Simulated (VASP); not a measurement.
# Sn2I (P4_2/mnm) in VASP: further runs

Runs on Sn2I. Level: PBE. Tasks: single point.

All numbers are computed with VASP 6.6.1; they aren't measurements. Logs are shortened: lines on timing, memory, paths and dates and some standing lists are left out, and cuts for length are marked.

### 1 The cell of the first run

The structure is tetragonal, space group P4_2/mnm (No. 136). The conventional cell has a = 8.447 Å, b = 8.447 Å, c = 3.505 Å, α = 90.00°, β = 90.00°, γ = 90.00°. Sn (site symmetry m2m) has 3 I at 3.06 to 3.40 Å and 2 Sn at 3.50 Å within 4.0 Å. I (site symmetry mmm) has 6 Sn at 3.06 to 3.40 Å and 2 I at 3.50 Å within 4.0 Å.

### 2 Single point, PBE

Input file INCAR:

```
ALGO = Normal ; EDIFF = 1E-7
ENCUT = 520 ; GGA = PE
ISIF = 2 ; ISMEAR = 0
LASPH = T ; LCHARG = F
LREAL = F ; LWAVE = F
NBANDS = 44 ; NELM = 100
PREC = Accurate ; SIGMA = 0.1
```

Input file KPOINTS:

```
k-points
0
Gamma
  2 2 6
```

Input file POSCAR:

```
Sn2I
1.0
    8.4469541286      0.0000000000      0.0000000000
    0.0000000000      8.4469541286      0.0000000000
    0.0000000000      0.0000000000      3.5048536932
Sn I
4 2
Direct
    0.2562947623      0.2562947623      0.0000000000
    0.2437052377      0.7562947623      0.5000000000
    0.7437052377      0.7437052377      0.0000000000
    0.7562947623      0.2437052377      0.5000000000
    0.0000000000      0.0000000000      0.0000000000
    0.5000000000      0.5000000000      0.5000000000
```

Potentials or basis: VASP PAW PBE potentials, release 64 (Sn_d, I).

The run is started by

```
$ cat potpaw_PBE.64/Sn_d/POTCAR potpaw_PBE.64/I/POTCAR > POTCAR
$ mpirun -np 1 vasp_std > vasp.out
```

OUTCAR:

```text
EDIFF = 1E-7
   ENCUT = 520
   GGA = PE
   ISIF = 2
   ISMEAR = 0
   LASPH = T
   LREAL = F
   NELM = 100
   PREC = Accurate

 ion  position               nearest neighbor table
   1  0.256  0.256  0.000-   5 3.06   6 3.40   6 3.40
   2  0.244  0.756  0.500-   6 3.06   5 3.40   5 3.40
   3  0.744  0.744  0.000-   5 3.06   6 3.40   6 3.40
   4  0.756  0.244  0.500-   6 3.06   5 3.40   5 3.40
   5  0.000  0.000  0.000-   1 3.06   3 3.06   2 3.40   4 3.40   2 3.40   4 3.40
   6  0.500  0.500  0.500-   2 3.06   4 3.06   3 3.40   1 3.40   1 3.40   3 3.40

  LATTYP: Found a simple tetragonal cell.
 ALAT       =     8.4469541286
 C/A-ratio  =     0.4149251481

  Lattice vectors:

 A1 = (   8.4469541286,   0.0000000000,   0.0000000000)
 A2 = (   0.0000000000,   8.4469541286,   0.0000000000)
 A3 = (   0.0000000000,   0.0000000000,   3.5048536932)

Analysis of symmetry for initial positions (statically):
=====================================================================
 Subroutine PRICEL returns:
 Original cell was already a primitive cell.

 Routine SETGRP: Setting up the symmetry group for a
 simple tetragonal supercell.

 Subroutine GETGRP returns: Found 16 space group operations
 (whereof  8 operations were pure point group operations)
 out of a pool of 16 trial point group operations.

The static configuration has the point symmetry D_2h.
 The point group associated with its full space group is D_4h.

Analysis of symmetry for dynamics (positions and initial velocities):
=====================================================================
 Subroutine PRICEL returns:
 Original cell was already a primitive cell.

 Routine SETGRP: Setting up the symmetry group for a
 simple tetragonal supercell.

 Subroutine GETGRP returns: Found 16 space group operations
 (whereof  8 operations were pure point group operations)
 out of a pool of 16 trial point group operations.

The dynamic configuration has the point symmetry D_2h.
 The point group associated with its full space group is D_4h.

 Subroutine INISYM returns: Found 16 space group operations
 (whereof  8 operations are pure point group operations),
 and found     1 'primitive' translations

----------------------------------------------------------------------------------------

                                     Primitive cell

  volume of cell :     250.0749

  direct lattice vectors                    reciprocal lattice vectors
     8.446954129  0.000000000  0.000000000     0.118385868  0.000000000  0.000000000
     0.000000000  8.446954129  0.000000000     0.000000000  0.118385868  0.000000000
     0.000000000  0.000000000  3.504853693     0.000000000  0.000000000  0.285318615

  length of vectors
     8.446954129  8.446954129  3.504853693     0.118385868  0.118385868  0.285318615

  position of ions in fractional coordinates (direct lattice)
     0.256294762  0.256294762  0.000000000
     0.243705238  0.756294762  0.500000000
     0.743705238  0.743705238  0.000000000
     0.756294762  0.243705238  0.500000000
     0.000000000  0.000000000  0.000000000
     0.500000000  0.500000000  0.500000000

  ion indices of the primitive-cell ions
   primitive index   ion index
                 1           1
                 2           2
                 3           3
                 4           4
                 5           5
                 6           6

----------------------------------------------------------------------------------------

 KPOINTS: k-points

Automatic generation of k-mesh.
 Grid dimensions read from file:
 generate k-points for:    2    2    6

 Generating k-lattice:

  Cartesian coordinates                     Fractional coordinates (reciprocal lattice)
     0.059192934  0.000000000  0.000000000     0.500000000  0.000000000  0.000000000
     0.000000000  0.059192934  0.000000000     0.000000000  0.500000000  0.000000000
     0.000000000  0.000000000  0.047553102     0.000000000  0.000000000  0.166666667

  Length of vectors
     0.059192934  0.059192934  0.047553102

  Shift w.r.t. Gamma in fractional coordinates (k-lattice)
     0.000000000  0.000000000  0.000000000

 Subroutine IBZKPT returns following result:
 ===========================================

 Found     12 irreducible k-points:

 Following reciprocal coordinates:
            Coordinates               Weight
  0.000000  0.000000  0.000000      1.000000
  0.500000  0.000000  0.000000      2.000000
  0.500000  0.500000  0.000000      1.000000
  0.000000  0.000000  0.166667      2.000000
  0.500000  0.000000  0.166667      4.000000
  0.500000  0.500000  0.166667      2.000000
  0.000000  0.000000  0.333333      2.000000
  0.500000  0.000000  0.333333      4.000000
  0.500000  0.500000  0.333333      2.000000
  0.000000  0.000000  0.500000      1.000000
  0.500000  0.000000  0.500000      2.000000
  0.500000  0.500000  0.500000      1.000000
   k-points           NKPTS =     12   k-points in BZ     NKDIM =     12   number of bands    NBANDS=     44
   number of dos      NEDOS =    301   number of ions     NIONS =      6
   total plane-waves  NPLWV = 114688
   dimension x,y,z NGX =    64 NGY =   64 NGZ =   28
   dimension x,y,z NGXF=   128 NGYF=  128 NGZF=   56
   ions per type =               4   2
   NGX,Y,Z   is equivalent  to a cutoff of  12.60, 12.60, 13.28 a.u.
   NGXF,Y,Z  is equivalent  to a cutoff of  25.19, 25.19, 26.56 a.u.
 SYSTEM =  unknown system
   PREC   = accura    normal or accurate (medium, high low for compatibility)
   ISTART =      0    job   : 0-new  1-cont  2-samecut
   ICHARG =      2    charge: 1-file 2-atom 10-const
   ISPIN  =      1    spin polarized calculation?
   LNONCOLLINEAR =      F non collinear calculations
   LSORBIT =      F    spin-orbit coupling
   LASPH  =      T    aspherical Exc in radial PAW
   ENCUT  =  520.0 eV  38.22 Ry    6.18 a.u.  15.71 15.71  6.52*2*pi/ulx,y,z
   NELM   =    100;   NELMIN=  2; NELMDL= -5     # of ELM steps
   EDIFF  = 0.1E-06   stopping-criterion for ELM
   LREAL  =      F    real-space projection
   EDIFFG = 0.1E-05   stopping-criterion for IOM
   NSW    =      0    number of steps for IOM
   IBRION =     -1    ionic relax: 0-MD 1-quasi-New 2-CG
   NFREE  =      0    steps in history (QN), initial steepest desc. (CG)
   ISIF   =      2    stress and relaxation
   ISYM   =      2    0-nonsym 1-usesym 2-fastsym
   POTIM  = 0.5000    time-step for ionic-motion
   TEBEG  =    0.0;   TEEND  =   0.0 temperature during run
   PSTRESS=    0.0 pullay stress
   NELECT =      70.0000    total number of electrons
   NUPDOWN=      -1.0000    fix difference up-down
   EMIN   =  10.00;   EMAX   =-10.00  energy-range for DOS
   EFERMI =   0.00;   METHOD = LEGACY
   ISMEAR =     0;   SIGMA  =   0.10  broadening in eV -4-tet -1-fermi 0-gaus
   EFERMI_NEDOS =   21; number of points for ismear=-14 and -15
   IALGO  =     38    algorithm
   IMIX   =      4    mixing-type and parameters
     AMIX     =   0.40;   BMIX     =  1.00
     AMIX_MAG =   1.60;   BMIX_MAG =  1.00
  volume/ion in A,a.u.               =      41.68       281.26
  Fermi-wavevector in a.u.,A,eV,Ry     =   1.070905  2.023716 15.603660  1.146837
  Thomas-Fermi vector in A             =   2.206629
   LORBIT       =      0    0 simple, 1 ext, 2 COOP (PROOUT), +10 PAW based schemes
   GGA     = PE    functional components
   LHFCALC =     F    Hartree Fock is set to
   AEXX    =    0.0000 exact exchange contribution
   IVDW    =     0    specifies the selected vdW correction
   LEPSILON=     F    determine dielectric tensor
   LRPA    =     F    only Hartree local field effects (RPA)
 non-spin polarized calculation
 Gauss-broadening in eV      SIGMA  =   0.10
  energy-cutoff  :      520.00
  volume of cell :      250.07
 maximum number of plane-waves:      6772
 NGX is ok and might be reduce to    64
   NGX = 31   NGY = 31   NGZ = 13

 number of electron      70.0000008 magnetization

 Free energy of the ion-electron system (eV)
  ---------------------------------------------------
  ext. energy  EPLUGINS =         0.00000000
  ---------------------------------------------------
  free energy    TOTEN  =       -15.56398857 eV

  energy without entropy =      -15.52518487  energy(sigma->0) =      -15.54458672

 E-fermi :   4.0370     XC(G=0):  -8.2241

 val. band max:        4.0278912139   @ k =   0.5000   0.5000   0.3333
 cond. band min:       4.1770623056   @ k =   0.5000   0.0000   0.3333
 fundamental gap:      0.1491710917
 Fermi energy:         4.0370460382

 k-point     1 :       0.0000    0.0000    0.0000
  band No.  band energies     occupation
      1     -17.7335      2.00000
      2     -17.7255      2.00000
      3     -17.7255      2.00000
      4     -17.7216      2.00000
      5     -17.7166      2.00000
      6     -17.7111      2.00000
[... 36 lines left out ...]
     43       8.4966      0.00000
     44       8.4966      0.00000

 k-point     2 :       0.5000    0.0000    0.0000
  band No.  band energies     occupation
      1     -17.7295      2.00000
      2     -17.7295      2.00000
      3     -17.7235      2.00000
      4     -17.7235      2.00000
      5     -17.7139      2.00000
      6     -17.7139      2.00000
[... 36 lines left out ...]
     43       8.7035      0.00000
     44       8.7037      0.00000

 k-point     3 :       0.5000    0.5000    0.0000
  band No.  band energies     occupation
      1     -17.7275      2.00000
      2     -17.7275      2.00000
      3     -17.7254      2.00000
      4     -17.7254      2.00000
      5     -17.7111      2.00000
      6     -17.7111      2.00000
[... 412 lines left out ...]
     43       8.1243      0.00000
     44       8.1244      0.00000

 k-point    12 :       0.5000    0.5000    0.5000
  band No.  band energies     occupation
      1     -17.7211      2.00000
      2     -17.7211      2.00000
      3     -17.7195      2.00000
      4     -17.7195      2.00000
      5     -17.7085      2.00000
      6     -17.7085      2.00000
[... 36 lines left out ...]
     43       6.6385      0.00000
     44       6.6385      0.00000

------------------------ aborting loop because EDIFF is reached ----------------------------------------

  FORCE on cell =-STRESS in cart. coord.  units (eV):
  Direction    XX          YY          ZZ          XY          YZ          ZX
  --------------------------------------------------------------------------------------
  -------------------------------------------------------------------------------------
  Total       -0.1743041     -0.1743041     -0.3520879     -0.0000000      0.0000000      0.0000000
  in kB       -1.1167299     -1.1167299     -2.2557526     -0.0000000      0.0000000      0.0000000
  external PRESSURE =      -1.4964041 kB  Pullay stress =       0.0000000 kB

 VOLUME and BASIS-vectors are now :
 -----------------------------------------------------------------------------
  energy-cutoff  :      520.00
  volume of cell :      250.07
      direct lattice vectors                 reciprocal lattice vectors
     8.446954129  0.000000000  0.000000000     0.118385868  0.000000000  0.000000000
     0.000000000  8.446954129  0.000000000     0.000000000  0.118385868  0.000000000
     0.000000000  0.000000000  3.504853693     0.000000000  0.000000000  0.285318615

 POSITION                                       TOTAL-FORCE (eV/Angst)
 -----------------------------------------------------------------------------------
      2.16491      2.16491      0.00000        -0.003616     -0.003616      0.000000
      2.05857      6.38839      1.75243         0.003616     -0.003616     -0.000000
      6.28204      6.28204      0.00000         0.003616      0.003616     -0.000000
      6.38839      2.05857      1.75243        -0.003616      0.003616     -0.000000
      0.00000      0.00000      0.00000         0.000000      0.000000     -0.000000
      4.22348      4.22348      1.75243         0.000000      0.000000     -0.000000
 -----------------------------------------------------------------------------------
    total drift:                                0.000000     -0.000000     -0.000000

  FREE ENERGIE OF THE ION-ELECTRON SYSTEM (eV)
  ---------------------------------------------------
  free  energy   TOTEN  =       -15.5639885660 eV

  energy  without entropy=      -15.5251848732  energy(sigma->0) =      -15.54458672
```

Wall time 2 min (1 thread of Intel Xeon 6975P-C (Granite Rapids), shared host); peak memory 0.37 GiB.

Results:

```yaml
Free_energy: -15.5640 eV
Pressure: -0.1 GPa
Largest_force: 0.005 eV/Å
Band_gap_on_the_k_mesh: zero (band 35 reaches 5.12 eV, above the bottom of band 36 at 3.32 eV)
```

Forces on the atoms (eV/Å):
```
Sn  -0.004 -0.004  0.000
Sn   0.004 -0.004  0.000
Sn   0.004  0.004  0.000
Sn  -0.004  0.004  0.000
I    0.000  0.000  0.000
I    0.000  0.000  0.000
```

Caveat: the k points lie up to 0.37 Å⁻¹ apart; spin-orbit coupling is left out, which moves the levels of the heavy elements.

### 3 Single point, PBE

This run uses another cell than the first one, of 33.29 Å³/atom, 0.799 times its volume.

Input file INCAR:

```
SYSTEM = Sn2I
PREC = Accurate
ENCUT = 520
EDIFF = 1E-6
ISMEAR = 0
SIGMA = 0.1
LREAL = .False.
LASPH = .True.
NELM = 100
ALGO = Normal
ISIF = 2
LWAVE = .False.
LCHARG = .True.
GGA = PE
LELF = .True.
LVHAR = .True.
NBANDS = 44
```

Input file KPOINTS:

```
Automatic mesh
0
Gamma
  4 4 4
  0 0 0
```

Input file POSCAR:

```
Sn2I
1.0
    6.7684731060      0.0000000000      0.0000000000
    0.0000000000      6.7684731060      0.0000000000
    0.0000000000      0.0000000000      4.3595803049
Sn I
4 2
Direct
    0.3060000000      0.3060000000      0.0000000000
    0.1940000000      0.8060000000      0.5000000000
    0.6940000000      0.6940000000      0.0000000000
    0.8060000000      0.1940000000      0.5000000000
    0.0000000000      0.0000000000      0.0000000000
    0.5000000000      0.5000000000      0.5000000000
```

Potentials or basis: VASP PAW PBE potentials, release 64 (Sn_d, I).

The run is started by

```
$ cat potpaw_PBE.64/Sn_d/POTCAR potpaw_PBE.64/I/POTCAR > POTCAR
$ mpirun -np 1 vasp_std > vasp.out
```

Wall time 2.1 min (1 thread of Intel Xeon 6975P-C (Granite Rapids), shared host); peak memory 0.33 GiB.

Results (log left out):

| Item | Value |
| --- | --- |
| Free energy | -12.3596 eV |
| Pressure | 11.3 GPa |
| Largest force | 0.918 eV/Å |
| Band gap on the k mesh | zero (band 35 reaches 7.08 eV, above the bottom of band 36 at 5.77 eV) |

Forces on the atoms (eV/Å):
```
Sn  -0.649 -0.649  0.000
Sn   0.649 -0.649  0.000
Sn   0.649  0.649  0.000
Sn  -0.649  0.649  0.000
I    0.000  0.000  0.000
I    0.000  0.000  0.000
```

Stress tensor (GPa, compression positive):
```
10.12  0.00  0.00
 0.00 10.12  0.00
 0.00  0.00 13.79
```

Levels at points of the mesh, in eV from the Fermi level:
```
           k point  band 32  band 33  band 34  band 35  band 36  band 37  band 38  band 39
(0.00, 0.00, 0.00)    -1.27    -1.27    -1.21    -1.13     0.21     0.21     1.02     1.02
(0.50, 0.00, 0.00)    -2.97    -1.31    -1.31     0.39     0.39     0.53     0.53     1.62
(0.50, 0.50, 0.00)    -1.42    -1.08    -1.08    -0.26    -0.26    -0.01    -0.01     0.02
(0.00, 0.00, 0.50)    -3.74    -0.98    -0.98    -0.92    -0.92    -0.55    -0.55     3.57
(0.50, 0.00, 0.50)    -2.10    -1.26    -1.26     0.29     0.29     0.77     0.77     1.13
(0.50, 0.50, 0.50)    -3.54    -1.28    -1.28    -0.23    -0.23     0.84     0.84     3.27
```

Caveat: the k points lie up to 0.36 Å⁻¹ apart; spin-orbit coupling is left out, which moves the levels of the heavy elements.
